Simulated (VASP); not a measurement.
Set up this calculation in VASP 6.6.1, as the native input.

```yaml
Task: single point
Functional: LDA
Potentials_or_basis: VASP PAW LDA potentials, release 64 (Hf_pv, Si)
Cutoff: 520 eV
k_mesh: 6 × 6 × 10
Occupations: gaussian, width 0.1 eV
Spin: no spin polarisation
Dipole_correction: no
Further_INCAR_settings: ALGO = Fast; EDIFF = 1e-06; NBANDS = 49
```

The structure of Hf3Si2 lies in POSCAR:

```
Hf3Si2
1.0
    6.9227629828      0.0000000000      0.0000000000
    0.0000000000      6.9227629828      0.0000000000
    0.0000000000      0.0000000000      3.5690173352
Hf Si
6 4
Direct
    0.6742765884      0.8257234116      0.5000000000
    0.8257234116      0.3257234116      0.5000000000
    0.3257234116      0.1742765884      0.5000000000
    0.1742765884      0.6742765884      0.5000000000
    0.5000000000      0.5000000000      0.0000000000
    0.0000000000      0.0000000000      0.0000000000
    0.6236534529      0.1236534529      0.0000000000
    0.8763465471      0.6236534529      0.0000000000
    0.1236534529      0.3763465471      0.0000000000
    0.3763465471      0.8763465471      0.0000000000
```

The input as run:

INCAR

```
PREC = Accurate
ENCUT = 520
EDIFF = 1E-6
ISMEAR = 0
SIGMA = 0.1
LREAL = F
LASPH = T
NELM = 60
ALGO = Fast
ISIF = 2
LWAVE = F
LCHARG = F
NBANDS = 49
```

KPOINTS

```
regular mesh
0
Gamma
  6 6 10
```

Potentials or basis: VASP PAW LDA potentials, release 64 (Hf_pv, Si).

Run with:

```console
$ cat potpaw_LDA.64/Hf_pv/POTCAR potpaw_LDA.64/Si/POTCAR > POTCAR
$ mpirun -np 1 vasp_std > vasp.out
```

It gave:

```
Pressure               : 0.5 GPa
Largest force          : 0.017 eV/Å
Band gap on the k mesh : zero (band 38 reaches 7.49 eV, above the bottom of band 39 at 6.13 eV)
```

Caveat: spin-orbit coupling is left out, which moves the levels of the heavy elements.

Run time: 17 min on 1 thread of Oxide Virtual Turin-like Processor (shared host), peak memory 0.43 GiB.
